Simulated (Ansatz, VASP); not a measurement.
One calculation of AsO, two programs

```
As O
1.0
     0.00000    2.54723    2.54723
     2.54723    0.00000    2.54723
     2.54723    2.54723    0.00000
As O
1 1
Direct
  0.00000 0.00000 0.00000
  0.25000 0.25000 0.25000
```

Change from the starting cell: species swapped into the AgO type (F-43m, No. 216).

Alike in both runs: functional PBE; k mesh 18 × 18 × 18; occupations gaussian, width 0.1 eV; no spin polarisation.

Ansatz relaxed the structure, and its values are those at the end. VASP's run is a single point on that final structure, the one shown.

|  | VASP | Ansatz |
| --- | --- | --- |
| version | VASP 6.6.1 | Ansatz 0.2.0 |
| potentials or method | VASP PAW PBE potentials, release 64 (As, O), cutoff 520 eV | scalar-relativistic, plane waves, PAW |
| valence electrons in the cell | 11 | 21 |

Ansatz gave:

| Property | Result |
| --- | --- |
| gap on the k mesh at the Fermi level (eV) | none |
| pressure (GPa) | 0.0 |

Question: What did VASP give for the same quantities?

Answer: gap on the k mesh at the Fermi level (eV): none; pressure (GPa): -0.1.

A gap of «none» marks a metal or a gap that the smearing closes. The functional is the same, so the differences come from potentials, cutoffs and numerics. VASP's potentials hold 11 valence electrons a cell and Ansatz's 21, so a difference there can come from the potentials and not from the codes.
